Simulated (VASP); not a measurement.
# InSb3 in VASP: notebook

Aim: see how the results for InSb3 move with the level of theory and the settings. Levels: PBEsol, r2SCAN, LDA, PBE. Tasks: single point.

Program: VASP 6.6.1. These are calculated values, not measurements. Logs are shortened: lines on timing, memory, paths and dates and some standing lists are left out, and cuts for length are marked.

**1. The cell of the first run**

It takes space group Cmmm (No. 65, orthorhombic). Conventional cell: a = 6.729 Å, b = 6.865 Å, c = 4.806 Å, α = 90.00°, β = 90.00°, γ = 90.00°. Sb (site symmetry mmm) has 4 In at 3.36 to 3.43 Å and 8 Sb at 3.40 Å within 4.4 Å. Within 4.4 Å of Sb (site symmetry 2/m) lie 8 Sb at 3.36 to 3.43 Å and 4 In at 3.40 Å. Within 4.4 Å of In (site symmetry mmm) lie 12 Sb at 3.36 to 3.43 Å.

**2. Single point, PBEsol**

Contents of INCAR:

```
SYSTEM = InSb3
PREC = Accurate
ENCUT = 520
EDIFF = 1E-6
ISMEAR = -1
SIGMA = 0.05
LREAL = .FALSE.
LASPH = .TRUE.
NELM = 100
ALGO = Normal
ISIF = 2
LWAVE = .FALSE.
LCHARG = .FALSE.
GGA = PS
NBANDS = 22
```

Contents of KPOINTS:

```
Automatic mesh
0
G
  5 5 5
  0 0 0
```

Contents of POSCAR:

```
InSb3
1.0
    4.8063670000      0.0480636700      0.0000000000
    0.0480636700      4.8063670000      0.0000000000
    0.0000000000      0.0000000000      4.8063670000
Sb In
3 1
Direct
    0.5000000000      0.5000000000      0.0000000000
    0.0000000000      0.5000000000      0.5000000000
    0.5000000000      0.0000000000      0.5000000000
    0.0000000000      0.0000000000      0.0000000000
```

Potentials or basis: VASP PAW PBE potentials, release 64 (Sb, In_d).

On the command line:

```bash
> cat potpaw_PBE.64/Sb/POTCAR potpaw_PBE.64/In_d/POTCAR > POTCAR
> mpirun -np 1 vasp_std > vasp.out
```

OUTCAR:

```text
SYSTEM = InSb3
   PREC = Accurate
   ENCUT = 520
   EDIFF = 1E-6
   ISMEAR = -1
   LREAL = .FALSE.
   LASPH = .TRUE.
   NELM = 100
   ISIF = 2
   GGA = PS

 ion  position               nearest neighbor table
   1  0.500  0.500  0.000-   4 3.36   4 3.36   2 3.40   3 3.40   3 3.40   2 3.40   3 3.40   2 3.40
                             3 3.40   2 3.40   4 3.43   4 3.43
   2  0.000  0.500  0.500-   3 3.36   3 3.36   1 3.40   4 3.40   1 3.40   4 3.40   4 3.40   1 3.40
                             4 3.40   1 3.40   3 3.43   3 3.43
   3  0.500  0.000  0.500-   2 3.36   2 3.36   1 3.40   4 3.40   1 3.40   1 3.40   1 3.40   4 3.40
                             4 3.40   4 3.40   2 3.43   2 3.43
   4  0.000  0.000  0.000-   1 3.36   1 3.36   2 3.40   3 3.40   2 3.40   2 3.40   2 3.40   3 3.40
                             3 3.40   3 3.40   1 3.43   1 3.43

  LATTYP: Found a base centered orthorhombic cell.
 ALAT       =     6.7292571032
 B/A-ratio  =     1.0202020202
 C/A-ratio  =     0.7142492739

  Lattice vectors:

 A1 = (  -0.0480636700,  -4.8063670000,   0.0000000000)
 A2 = (   4.8063670000,   0.0480636700,   0.0000000000)
 A3 = (   0.0000000000,   0.0000000000,   4.8063670000)

Analysis of symmetry for initial positions (statically):
=====================================================================
 Subroutine PRICEL returns:
 Original cell was already a primitive cell.

 Routine SETGRP: Setting up the symmetry group for a
 base centered orthorhombic supercell.

 Subroutine GETGRP returns: Found  8 space group operations
 (whereof  8 operations were pure point group operations)
 out of a pool of  8 trial point group operations.

The static configuration has the point symmetry D_2h.

Analysis of symmetry for dynamics (positions and initial velocities):
=====================================================================
 Subroutine PRICEL returns:
 Original cell was already a primitive cell.

 Routine SETGRP: Setting up the symmetry group for a
 base centered orthorhombic supercell.

 Subroutine GETGRP returns: Found  8 space group operations
 (whereof  8 operations were pure point group operations)
 out of a pool of  8 trial point group operations.

The dynamic configuration has the point symmetry D_2h.

 Subroutine INISYM returns: Found  8 space group operations
 (whereof  8 operations are pure point group operations),
 and found     1 'primitive' translations

----------------------------------------------------------------------------------------

                                     Primitive cell

  volume of cell :     111.0216

  direct lattice vectors                    reciprocal lattice vectors
     4.806367000  0.048063670  0.000000000     0.208078162 -0.002080782  0.000000000
     0.048063670  4.806367000  0.000000000    -0.002080782  0.208078162  0.000000000
     0.000000000  0.000000000  4.806367000     0.000000000  0.000000000  0.208057354

  length of vectors
     4.806607312  4.806607312  4.806367000     0.208088565  0.208088565  0.208057354

  position of ions in fractional coordinates (direct lattice)
     0.500000000  0.500000000  0.000000000
     0.000000000  0.500000000  0.500000000
     0.500000000  0.000000000  0.500000000
     0.000000000  0.000000000  0.000000000

  ion indices of the primitive-cell ions
   primitive index   ion index
                 1           1
                 2           2
                 3           3
                 4           4

----------------------------------------------------------------------------------------

 KPOINTS: Automatic mesh

Automatic generation of k-mesh.
 Grid dimensions read from file:
 generate k-points for:    5    5    5

 Generating k-lattice:

  Cartesian coordinates                     Fractional coordinates (reciprocal lattice)
     0.041615632 -0.000416156  0.000000000     0.200000000  0.000000000  0.000000000
    -0.000416156  0.041615632  0.000000000     0.000000000  0.200000000  0.000000000
     0.000000000  0.000000000  0.041611471     0.000000000  0.000000000  0.200000000

  Length of vectors
     0.041617713  0.041617713  0.041611471

  Shift w.r.t. Gamma in fractional coordinates (k-lattice)
     0.000000000  0.000000000  0.000000000

 Subroutine IBZKPT returns following result:
 ===========================================

 Found     27 irreducible k-points:

 Following reciprocal coordinates:
            Coordinates               Weight
  0.000000  0.000000  0.000000      1.000000
  0.200000  0.000000  0.000000      4.000000
  0.400000  0.000000  0.000000      4.000000
  0.200000  0.200000  0.000000      2.000000
  0.400000  0.200000  0.000000      4.000000
 -0.400000  0.200000  0.000000      4.000000
[... 16 lines left out ...]
  0.400000  0.200000  0.400000      8.000000
 -0.400000  0.200000  0.400000      8.000000
 [... further k-points ...]
   k-points           NKPTS =     27   k-points in BZ     NKDIM =     27   number of bands    NBANDS=     22
   number of dos      NEDOS =    301   number of ions     NIONS =      4
   total plane-waves  NPLWV =  46656
   dimension x,y,z NGX =    36 NGY =   36 NGZ =   36
   dimension x,y,z NGXF=    72 NGYF=   72 NGZF=   72
   ions per type =               3   1
   NGX,Y,Z   is equivalent  to a cutoff of  12.45, 12.45, 12.45 a.u.
   NGXF,Y,Z  is equivalent  to a cutoff of  24.90, 24.90, 24.90 a.u.
 SYSTEM =  InSb3
   PREC   = accura    normal or accurate (medium, high low for compatibility)
   ISTART =      0    job   : 0-new  1-cont  2-samecut
   ICHARG =      2    charge: 1-file 2-atom 10-const
   ISPIN  =      1    spin polarized calculation?
   LNONCOLLINEAR =      F non collinear calculations
   LSORBIT =      F    spin-orbit coupling
   LASPH  =      T    aspherical Exc in radial PAW
   ENCUT  =  520.0 eV  38.22 Ry    6.18 a.u.   8.94  8.94  8.94*2*pi/ulx,y,z
   NELM   =    100;   NELMIN=  2; NELMDL= -5     # of ELM steps
   EDIFF  = 0.1E-05   stopping-criterion for ELM
   LREAL  =      F    real-space projection
   EDIFFG = 0.1E-04   stopping-criterion for IOM
   NSW    =      0    number of steps for IOM
   IBRION =     -1    ionic relax: 0-MD 1-quasi-New 2-CG
   NFREE  =      0    steps in history (QN), initial steepest desc. (CG)
   ISIF   =      2    stress and relaxation
   ISYM   =      2    0-nonsym 1-usesym 2-fastsym
   POTIM  = 0.5000    time-step for ionic-motion
   TEBEG  =    0.0;   TEEND  =   0.0 temperature during run
   PSTRESS=    0.0 pullay stress
   NELECT =      28.0000    total number of electrons
   NUPDOWN=      -1.0000    fix difference up-down
   EMIN   =  10.00;   EMAX   =-10.00  energy-range for DOS
   EFERMI =   0.00;   METHOD = LEGACY
   ISMEAR =    -1;   SIGMA  =   0.05  broadening in eV -4-tet -1-fermi 0-gaus
   EFERMI_NEDOS =   21; number of points for ismear=-14 and -15
   IALGO  =     38    algorithm
   IMIX   =      4    mixing-type and parameters
     AMIX     =   0.40;   BMIX     =  1.00
     AMIX_MAG =   1.60;   BMIX_MAG =  1.00
  volume/ion in A,a.u.               =      27.76       187.30
  Fermi-wavevector in a.u.,A,eV,Ry     =   1.034328  1.954597 14.555988  1.069835
  Thomas-Fermi vector in A             =   2.168618
   LORBIT       =      0    0 simple, 1 ext, 2 COOP (PROOUT), +10 PAW based schemes
   GGA     = PS    functional components
   LHFCALC =     F    Hartree Fock is set to
   AEXX    =    0.0000 exact exchange contribution
   IVDW    =     0    specifies the selected vdW correction
   LEPSILON=     F    determine dielectric tensor
   LRPA    =     F    only Hartree local field effects (RPA)
 non-spin polarized calculation
  energy-cutoff  :      520.00
  volume of cell :      111.02
 maximum number of plane-waves:      3006
   NGX = 17   NGY = 17   NGZ = 17

 number of electron      28.0000011 magnetization

 Free energy of the ion-electron system (eV)
  ---------------------------------------------------
  ext. energy  EPLUGINS =         0.00000000
  ---------------------------------------------------
  free energy    TOTEN  =       -15.95870856 eV

  energy without entropy =      -15.93708417  energy(sigma->0) =      -15.94789636

 E-fermi :   7.6768     XC(G=0): -10.1772

 val. band max:        7.6519254630   @ k =   0.4000   0.2000   0.4000
 cond. band min:       7.7071996504   @ k =  -0.4000   0.4000   0.2000
 fundamental gap:      0.0552741874
 Fermi energy:         7.6768333296

 k-point     1 :       0.0000    0.0000    0.0000
  band No.  band energies     occupation
      1      -6.8163      2.00000
      2      -6.8162      2.00000
      3      -6.8013      2.00000
      4      -6.8000      2.00000
      5      -6.7978      2.00000
      6      -4.4843      2.00000
[... 14 lines left out ...]
     21      12.5599      0.00000
     22      12.8518      0.00000

 k-point     2 :       0.2000    0.0000    0.0000
  band No.  band energies     occupation
      1      -6.8143      2.00000
      2      -6.8107      2.00000
      3      -6.8042      2.00000
      4      -6.8038      2.00000
      5      -6.7988      2.00000
      6      -4.2420      2.00000
[... 14 lines left out ...]
     21      13.1603      0.00000
     22      13.3093      0.00000

 k-point     3 :       0.4000    0.0000    0.0000
  band No.  band energies     occupation
      1      -6.8114      2.00000
      2      -6.8101      2.00000
      3      -6.8101      2.00000
      4      -6.8019      2.00000
      5      -6.7990      2.00000
      6      -3.5691      2.00000
[... 14 lines left out ...]
     21      11.9513      0.00000
     22      13.5863      0.00000

 k-point     4 :       0.2000    0.2000    0.0000
  band No.  band energies     occupation
      1      -6.8128      2.00000
      2      -6.8083      2.00000
      3      -6.8064      2.00000
      4      -6.8053      2.00000
      5      -6.8012      2.00000
      6      -4.0108      2.00000
[... 14 lines left out ...]
     21      13.2593      0.00000
     22      13.8110      0.00000

 k-point     5 :       0.4000    0.2000    0.0000
  band No.  band energies     occupation
      1      -6.8194      2.00000
      2      -6.8100      2.00000
      3      -6.8073      2.00000
      4      -6.8024      2.00000
      5      -6.7975      2.00000
      6      -3.3467      2.00000
[... 14 lines left out ...]
     21      13.0157      0.00000
     22      14.9521      0.00000

 k-point     6 :      -0.4000    0.2000    0.0000
  band No.  band energies     occupation
      1      -6.8186      2.00000
      2      -6.8099      2.00000
      3      -6.8074      2.00000
      4      -6.8025      2.00000
      5      -6.7977      2.00000
      6      -3.3074      2.00000
[... 14 lines left out ...]
     21      12.8243      0.00000
     22      14.7397      0.00000

 k-point     7 :      -0.2000    0.2000    0.0000
  band No.  band energies     occupation
      1      -6.8109      2.00000
      2      -6.8092      2.00000
      3      -6.8066      2.00000
      4      -6.8049      2.00000
      5      -6.8017      2.00000
      6      -3.9883      2.00000
[... 324 lines left out ...]
      6      -3.3266      2.00000
[... 14 lines left out ...]
     21      12.9084      0.00000
     22      14.8295      0.00000

 k-point    21 :       0.4000    0.0000    0.4000
  band No.  band energies     occupation
      1      -6.8321      2.00000
      2      -6.8093      2.00000
      3      -6.8086      2.00000
      4      -6.8035      2.00000
      5      -6.7886      2.00000
      6      -2.6519      2.00000
[... 14 lines left out ...]
     21      13.3621      0.00000
     22      14.3609      0.00000

 k-point    22 :       0.2000    0.2000    0.4000
  band No.  band energies     occupation
      1      -6.8208      2.00000
      2      -6.8145      2.00000
      3      -6.8094      2.00000
      4      -6.8020      2.00000
      5      -6.7947      2.00000
      6      -3.1032      2.00000
[... 14 lines left out ...]
     21      12.6949      0.00000
     22      14.3616      0.00000

 k-point    23 :       0.4000    0.2000    0.4000
  band No.  band energies     occupation
      1      -6.8312      2.00000
      2      -6.8172      2.00000
      3      -6.8159      2.00000
      4      -6.7969      2.00000
      5      -6.7877      2.00000
      6      -2.4613      2.00000
[... 14 lines left out ...]
     21      13.4074      0.00000
     22      14.6074      0.00000

 k-point    24 :      -0.4000    0.2000    0.4000
  band No.  band energies     occupation
      1      -6.8308      2.00000
      2      -6.8168      2.00000
      3      -6.8161      2.00000
      4      -6.7970      2.00000
      5      -6.7877      2.00000
      6      -2.4128      2.00000
[... 14 lines left out ...]
     21      13.3230      0.00000
     22      14.6455      0.00000

 [... further k-points ...]

------------------------ aborting loop because EDIFF is reached ----------------------------------------

  FORCE on cell =-STRESS in cart. coord.  units (eV):
  Direction    XX          YY          ZZ          XY          YZ          ZX
  --------------------------------------------------------------------------------------
  -------------------------------------------------------------------------------------
  Total       -1.7357503     -1.7357503     -1.7672937      0.0789556      0.0000000      0.0000000
  in kB      -25.0490044    -25.0490044    -25.5042140      1.1394264      0.0000000      0.0000000
  external PRESSURE =     -25.2007410 kB  Pullay stress =       0.0000000 kB

 VOLUME and BASIS-vectors are now :
 -----------------------------------------------------------------------------
  energy-cutoff  :      520.00
  volume of cell :      111.02
      direct lattice vectors                 reciprocal lattice vectors
     4.806367000  0.048063670  0.000000000     0.208078162 -0.002080782  0.000000000
     0.048063670  4.806367000  0.000000000    -0.002080782  0.208078162  0.000000000
     0.000000000  0.000000000  4.806367000     0.000000000  0.000000000  0.208057354

 POSITION                                       TOTAL-FORCE (eV/Angst)
 -----------------------------------------------------------------------------------
      2.42722      2.42722      0.00000        -0.000000      0.000000      0.000000
      0.02403      2.40318      2.40318        -0.000000      0.000000      0.000000
      2.40318      0.02403      2.40318        -0.000000      0.000000      0.000000
      0.00000      0.00000      0.00000         0.000000      0.000000      0.000000
 -----------------------------------------------------------------------------------
    total drift:                               -0.000000     -0.000000     -0.000000

  FREE ENERGIE OF THE ION-ELECTRON SYSTEM (eV)
  ---------------------------------------------------
  free  energy   TOTEN  =       -15.9587085557 eV

  energy  without entropy=      -15.9370841669  energy(sigma->0) =      -15.94789636
```

Run time: 24 s. Hardware: 1 thread of AMD EPYC 9R45 (Zen 5), shared host; peak memory 0.2 GiB.

Results:

```
Free energy            : -15.9587 eV
Pressure               : -2.5 GPa
Band gap on the k mesh : zero (band 14 reaches 10.08 eV, above the bottom of band 15 at 6.95 eV)
```

Caveat: the PAW data sets were made with another functional, which shifts forces and pressure a little; spin-orbit coupling is left out, which moves the levels of the heavy elements.

**3. Single point, r2SCAN**

Changes to POSCAR since step 2:

```diff
@@ -2,4 +2,4 @@
 1.0
-    4.8063670000      0.0480636700      0.0000000000
-    0.0480636700      4.8063670000      0.0000000000
+    4.8063670000      0.0000000000      0.0000000000
+    0.0000000000      4.8063670000      0.0000000000
     0.0000000000      0.0000000000      4.8063670000
```

Contents of INCAR.step1:

```
ALGO = Normal ; EDIFF = 1E-4
ENCUT = 520 ; GGA = PE
ISMEAR = -1 ; LASPH = T
LCHARG = F ; LREAL = F
LWAVE = T ; NBANDS = 22
NELM = 60 ; PREC = Accurate
SIGMA = 0.05
```

Contents of INCAR.step2:

```
ALGO = Normal ; EDIFF = 1E-6
ENCUT = 520 ; ISIF = 2
ISMEAR = -1 ; ISTART = 1
LASPH = T ; LCHARG = T
LELF = T ; LMIXTAU = T
LREAL = F ; LVHAR = T
LWAVE = F ; METAGGA = R2SCAN
NBANDS = 22 ; NELM = 60
PREC = Accurate ; SIGMA = 0.05
```

Contents of KPOINTS:

```
k-points
0
Gamma
  6 6 6
```

Potentials or basis: VASP PAW PBE potentials, release 64 (Sb, In_d).

On the command line:

```bash
> cat potpaw_PBE.64/Sb/POTCAR potpaw_PBE.64/In_d/POTCAR > POTCAR
> cp INCAR.step1 INCAR
> mpirun -np 1 vasp_std > vasp.out
> cp INCAR.step2 INCAR
> mpirun -np 1 vasp_std > vasp.out
```

Run time: 87 s. Hardware: 1 thread of Intel Xeon 6975P-C, shared host; peak memory 0.24 GiB.

The run converged. Its results:

```yaml
Free_energy: -98.5479 eV
Pressure: -0.6 GPa
Band_gap_on_the_k_mesh: zero (band 14 reaches 11.48 eV, above the bottom of band 15 at 6.54 eV)
```

Levels at points of the mesh, in eV from the Fermi level:
```
           k point  band 11  band 12  band 13  band 14  band 15  band 16  band 17  band 18
(0.00, 0.00, 0.00)    -4.57    -3.55     0.41     0.41     0.41     1.87     1.87     1.87
(0.50, 0.00, 0.00)    -3.11    -2.24    -2.24    -1.14    -0.77     2.15     2.28     2.28
(0.50, 0.50, 0.00)    -1.62    -1.62    -1.45    -1.23    -1.23    -0.42     1.17     3.45
(0.50, 0.50, 0.50)    -5.24    -5.24    -4.89     3.71     3.71     3.75     3.75     3.75
```

Caveat: the PAW data sets were made with another functional, which shifts forces and pressure a little; spin-orbit coupling is left out, which moves the levels of the heavy elements.

[end of part 1 of 2]
